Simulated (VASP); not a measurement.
# As (P4/nmm) in VASP: single point with PBEsol+D3(BJ)

Aim: the single point of As with PBEsol+D3(BJ).

All numbers are computed with VASP 6.6.1; they aren't measurements. Logs are shortened: lines on timing, memory, paths and dates and some standing lists are left out, and cuts for length are marked.

## Step 1: The cell of the first run

It takes space group P4/nmm (No. 129, tetragonal). Conventional cell: a = 4.359 Å, b = 4.359 Å, c = 6.192 Å, α = 90.00°, β = 90.00°, γ = 90.00°. As (site symmetry 4mm) has 12 As at 4.35 to 4.38 Å within 5.7 Å.

## Step 2: Single point, PBEsol+D3(BJ)

The input, INCAR:

```
SYSTEM = As
ALGO = Normal
EDIFF = 1E-7
ENCUT = 520
GGA = PS
ISIF = 2
ISMEAR = 1
IVDW = 12
LASPH = .TRUE.
LCHARG = .TRUE.
LELF = .TRUE.
LREAL = .FALSE.
LVHAR = .TRUE.
LWAVE = .FALSE.
NBANDS = 12
NELM = 60
PREC = Accurate
SIGMA = 0.05
```

The input, KPOINTS:

```
k-points
0
G
  6 6 4
  0 0 0
```

The input, POSCAR:

```
As
1.0
    4.3585440000      0.0000000000      0.0000000000
    0.0000000000      4.3585440000      0.0000000000
    0.0000000000      0.0000000000      6.1924610000
As
2
Direct
    0.0000000000      0.5000000000      0.2482160000
    0.5000000000      0.0000000000      0.7517840000
```

Potentials or basis: VASP PAW PBE potentials, release 64 (As).

Run with:

```bash
$ cat potpaw_PBE.64/As/POTCAR > POTCAR
$ mpirun -np 1 vasp_std > vasp.out
```

OUTCAR:

```text
SYSTEM = As
   EDIFF = 1E-7
   ENCUT = 520
   GGA = PS
   ISIF = 2
   ISMEAR = 1
   IVDW = 12
   LASPH = .TRUE.
   LREAL = .FALSE.
   NELM = 60
   PREC = Accurate
 IVDW          = 12

 ion  position               nearest neighbor table
   1  0.000  0.500  0.248-
   2  0.500  0.000  0.752-

  LATTYP: Found a simple tetragonal cell.
 ALAT       =     4.3585440000
 C/A-ratio  =     1.4207636770

  Lattice vectors:

 A1 = (   4.3585440000,   0.0000000000,   0.0000000000)
 A2 = (   0.0000000000,   4.3585440000,   0.0000000000)
 A3 = (   0.0000000000,   0.0000000000,   6.1924610000)

Analysis of symmetry for initial positions (statically):
=====================================================================
 Subroutine PRICEL returns:
 Original cell was already a primitive cell.

 Routine SETGRP: Setting up the symmetry group for a
 simple tetragonal supercell.

 Subroutine GETGRP returns: Found 16 space group operations
 (whereof  8 operations were pure point group operations)
 out of a pool of 16 trial point group operations.

The static configuration has the point symmetry D_2d.
 The point group associated with its full space group is D_4h.

Analysis of symmetry for dynamics (positions and initial velocities):
=====================================================================
 Subroutine PRICEL returns:
 Original cell was already a primitive cell.

 Routine SETGRP: Setting up the symmetry group for a
 simple tetragonal supercell.

 Subroutine GETGRP returns: Found 16 space group operations
 (whereof  8 operations were pure point group operations)
 out of a pool of 16 trial point group operations.

The dynamic configuration has the point symmetry D_2d.
 The point group associated with its full space group is D_4h.

 Subroutine INISYM returns: Found 16 space group operations
 (whereof  8 operations are pure point group operations),
 and found     1 'primitive' translations

----------------------------------------------------------------------------------------

                                     Primitive cell

  volume of cell :     117.6376

  direct lattice vectors                    reciprocal lattice vectors
     4.358544000  0.000000000  0.000000000     0.229434417  0.000000000  0.000000000
     0.000000000  4.358544000  0.000000000     0.000000000  0.229434417  0.000000000
     0.000000000  0.000000000  6.192461000     0.000000000  0.000000000  0.161486685

  length of vectors
     4.358544000  4.358544000  6.192461000     0.229434417  0.229434417  0.161486685

  position of ions in fractional coordinates (direct lattice)
     0.000000000  0.500000000  0.248216000
     0.500000000  0.000000000  0.751784000

  ion indices of the primitive-cell ions
   primitive index   ion index
                 1           1
                 2           2

----------------------------------------------------------------------------------------

 KPOINTS: k-points

Automatic generation of k-mesh.
 Grid dimensions read from file:
 generate k-points for:    6    6    4

 Generating k-lattice:

  Cartesian coordinates                     Fractional coordinates (reciprocal lattice)
     0.038239069  0.000000000  0.000000000     0.166666667  0.000000000  0.000000000
     0.000000000  0.038239069  0.000000000     0.000000000  0.166666667  0.000000000
     0.000000000  0.000000000  0.040371671     0.000000000  0.000000000  0.250000000

  Length of vectors
     0.038239069  0.038239069  0.040371671

  Shift w.r.t. Gamma in fractional coordinates (k-lattice)
     0.000000000  0.000000000  0.000000000

 Subroutine IBZKPT returns following result:
 ===========================================

 Found     30 irreducible k-points:

 Following reciprocal coordinates:
            Coordinates               Weight
  0.000000  0.000000  0.000000      1.000000
  0.166667  0.000000  0.000000      4.000000
  0.333333  0.000000  0.000000      4.000000
  0.500000  0.000000  0.000000      2.000000
  0.166667  0.166667  0.000000      4.000000
  0.333333  0.166667  0.000000      8.000000
[... 16 lines left out ...]
  0.333333  0.000000  0.500000      4.000000
  0.500000  0.000000  0.500000      2.000000
 [... further k-points ...]
   k-points           NKPTS =     30   k-points in BZ     NKDIM =     30   number of bands    NBANDS=     12
   number of dos      NEDOS =    301   number of ions     NIONS =      2
   total plane-waves  NPLWV =  49152
   dimension x,y,z NGX =    32 NGY =   32 NGZ =   48
   dimension x,y,z NGXF=    64 NGYF=   64 NGZF=   96
   ions per type =               2
   NGX,Y,Z   is equivalent  to a cutoff of  12.21, 12.21, 12.89 a.u.
   NGXF,Y,Z  is equivalent  to a cutoff of  24.41, 24.41, 25.77 a.u.
 SYSTEM =  As
   PREC   = accura    normal or accurate (medium, high low for compatibility)
   ISTART =      0    job   : 0-new  1-cont  2-samecut
   ICHARG =      2    charge: 1-file 2-atom 10-const
   ISPIN  =      1    spin polarized calculation?
   LNONCOLLINEAR =      F non collinear calculations
   LSORBIT =      F    spin-orbit coupling
   LASPH  =      T    aspherical Exc in radial PAW
   ENCUT  =  520.0 eV  38.22 Ry    6.18 a.u.   8.10  8.10 11.51*2*pi/ulx,y,z
   NELM   =     60;   NELMIN=  2; NELMDL= -5     # of ELM steps
   EDIFF  = 0.1E-06   stopping-criterion for ELM
   LREAL  =      F    real-space projection
   EDIFFG = 0.1E-05   stopping-criterion for IOM
   NSW    =      0    number of steps for IOM
   IBRION =     -1    ionic relax: 0-MD 1-quasi-New 2-CG
   NFREE  =      0    steps in history (QN), initial steepest desc. (CG)
   ISIF   =      2    stress and relaxation
   ISYM   =      2    0-nonsym 1-usesym 2-fastsym
   POTIM  = 0.5000    time-step for ionic-motion
   TEBEG  =    0.0;   TEEND  =   0.0 temperature during run
   PSTRESS=    0.0 pullay stress
   NELECT =      10.0000    total number of electrons
   NUPDOWN=      -1.0000    fix difference up-down
   EMIN   =  10.00;   EMAX   =-10.00  energy-range for DOS
   EFERMI =   0.00;   METHOD = LEGACY
   ISMEAR =     1;   SIGMA  =   0.05  broadening in eV -4-tet -1-fermi 0-gaus
   EFERMI_NEDOS =   21; number of points for ismear=-14 and -15
   IALGO  =     38    algorithm
   IMIX   =      4    mixing-type and parameters
     AMIX     =   0.40;   BMIX     =  1.00
     AMIX_MAG =   1.60;   BMIX_MAG =  1.00
  volume/ion in A,a.u.               =      58.82       396.93
  Fermi-wavevector in a.u.,A,eV,Ry     =   0.719824  1.360269  7.049806  0.518146
  Thomas-Fermi vector in A             =   1.809118
   LORBIT       =      0    0 simple, 1 ext, 2 COOP (PROOUT), +10 PAW based schemes
   GGA     = PS    functional components
   LHFCALC =     F    Hartree Fock is set to
   AEXX    =    0.0000 exact exchange contribution
   IVDW    =    12    specifies the selected vdW correction
   LEPSILON=     F    determine dielectric tensor
   LRPA    =     F    only Hartree local field effects (RPA)
 non-spin polarized calculation
 Methfessel and Paxton  Order N= 1 SIGMA  =   0.05
  energy-cutoff  :      520.00
  volume of cell :      117.64
 maximum number of plane-waves:      3208
   NGX = 17   NGY = 17   NGZ = 23

 number of electron      10.0000002 magnetization

 Free energy of the ion-electron system (eV)
  ---------------------------------------------------
  ext. energy  EPLUGINS =         0.00000000
  ---------------------------------------------------
  free energy    TOTEN  =        -3.48565733 eV

  energy without entropy =       -3.48637261  energy(sigma->0) =       -3.48589576

 E-fermi :  -1.6539     XC(G=0):  -6.5506

 val. band max:       -1.6864421113   @ k =   0.5000   0.3333   0.0000
 cond. band min:      -1.6435305598   @ k =   0.3333   0.1667   0.5000
 fundamental gap:      0.0429115515
 Fermi energy:        -1.6538621263

 k-point     1 :       0.0000    0.0000    0.0000
  band No.  band energies     occupation
      1     -11.7017      2.00000
      2     -11.1608      2.00000
      3      -3.0208      2.00000
      4      -1.6173      0.05919
      5      -1.6173      0.05919
      6      -0.7752     -0.00000
      7      -0.7752     -0.00000
      8      -0.7555     -0.00000
      9       2.5897      0.00000
     10       3.5922      0.00000
     11       4.6193      0.00000
     12       7.4772      0.00000

 k-point     2 :       0.1667    0.0000    0.0000
  band No.  band energies     occupation
      1     -11.6364      2.00000
      2     -11.1606      2.00000
      3      -2.8781      2.00000
      4      -2.0072      2.00000
      5      -1.5333     -0.00341
      6      -1.3540     -0.00000
      7      -0.8956     -0.00000
      8      -0.7920     -0.00000
      9       3.2656      0.00000
     10       4.0048      0.00000
     11       5.2130      0.00000
     12       6.8290      0.00000

 k-point     3 :       0.3333    0.0000    0.0000
  band No.  band energies     occupation
      1     -11.4732      2.00000
      2     -11.1893      2.00000
      3      -2.5779      2.00000
      4      -2.4762      2.00000
      5      -2.2305      2.00000
      6      -1.3158     -0.00000
      7      -1.3088     -0.00000
      8      -0.8730     -0.00000
      9       4.4594      0.00000
     10       4.7345      0.00000
     11       6.2327      0.00000
     12       6.3244      0.00000
[... 286 lines left out ...]
 k-point    23 :       0.3333    0.0000    0.5000
  band No.  band energies     occupation
      1     -11.3341      2.00000
      2     -11.3256      2.00000
      3      -3.0143      2.00000
      4      -3.0091      2.00000
      5      -1.1299     -0.00000
      6      -1.1271     -0.00000
      7      -1.1017     -0.00000
      8      -1.0886     -0.00000
      9       4.3398      0.00000
     10       4.3618      0.00000
     11       6.5853      0.00000
     12       6.5928      0.00000

 k-point    24 :       0.5000    0.0000    0.5000
  band No.  band energies     occupation
      1     -11.2896      2.00000
      2     -11.2896      2.00000
      3      -3.2671      2.00000
      4      -3.2671      2.00000
      5      -1.0484     -0.00000
      6      -1.0484     -0.00000
      7      -1.0471     -0.00000
      8      -1.0471     -0.00000
      9       4.0983      0.00000
     10       4.0983      0.00000
     11       7.0758      0.00000
     12       7.0833      0.00000

 [... further k-points ...]

------------------------ aborting loop because EDIFF is reached ----------------------------------------

 Edisp (eV)   -0.31362

 E8    (eV) :    -0.2032

  FORCE on cell =-STRESS in cart. coord.  units (eV):
  Direction    XX          YY          ZZ          XY          YZ          ZX
  --------------------------------------------------------------------------------------
  -------------------------------------------------------------------------------------
  Total      -5.63976    -5.63976    -5.40667     0.00000     0.00000     0.00000
  in kB     -76.81134   -76.81134   -73.63669     0.00000     0.00000     0.00000
  external pressure =      -75.75 kB  Pullay stress =        0.00 kB

 VOLUME and BASIS-vectors are now :
 -----------------------------------------------------------------------------
  energy-cutoff  :      520.00
  volume of cell :      117.64
      direct lattice vectors                 reciprocal lattice vectors
     4.358544000  0.000000000  0.000000000     0.229434417  0.000000000  0.000000000
     0.000000000  4.358544000  0.000000000     0.000000000  0.229434417  0.000000000
     0.000000000  0.000000000  6.192461000     0.000000000  0.000000000  0.161486685

 POSITION                                       TOTAL-FORCE (eV/Angst)
 -----------------------------------------------------------------------------------
      0.00000      2.17927      1.53707        -0.000000      0.000000     -0.059784
      2.17927      0.00000      4.65539         0.000000     -0.000000      0.059784
 -----------------------------------------------------------------------------------
    total drift:                                0.000000      0.000000      0.000000

  FREE ENERGIE OF THE ION-ELECTRON SYSTEM (eV)
  ---------------------------------------------------
  free  energy   TOTEN  =        -3.7992729316 eV

  energy  without entropy=       -3.7999882088  energy(sigma->0) =       -3.79951136
```

It took 71 s on 1 thread of AMD EPYC 7R13, shared host; peak memory 0.19 GiB.

Results:

```
Free energy                : -3.7993 eV
Pressure                   : -7.6 GPa
Largest force              : 0.060 eV/Å
Band gap on the k mesh     : zero (band 5 reaches -1.05 eV, above the bottom of band 6 at -2.43 eV)
Dispersion energy per atom : -0.157 eV
```

Forces on the atoms (eV/Å):
```
As   0.000  0.000 -0.060
As   0.000  0.000  0.060
```

Levels at points of the mesh, in eV from the Fermi level:
```
           k point  band 3  band 4  band 5  band 6  band 7  band 8
(0.00, 0.00, 0.00)   -1.37    0.04    0.04    0.88    0.88    0.90
(0.50, 0.00, 0.00)   -1.05   -1.05   -0.24   -0.24    0.59    0.59
(0.50, 0.50, 0.00)   -1.38   -1.38    0.01    0.01    0.05    0.05
(0.00, 0.00, 0.50)   -0.52   -0.51    0.41    0.41    0.43    0.43
(0.50, 0.00, 0.50)   -1.61   -1.61    0.61    0.61    0.61    0.61
(0.50, 0.50, 0.50)   -0.81   -0.81   -0.77   -0.77   -0.14   -0.14
```

Caveat: the PAW data sets were made with another functional, which shifts forces and pressure a little.
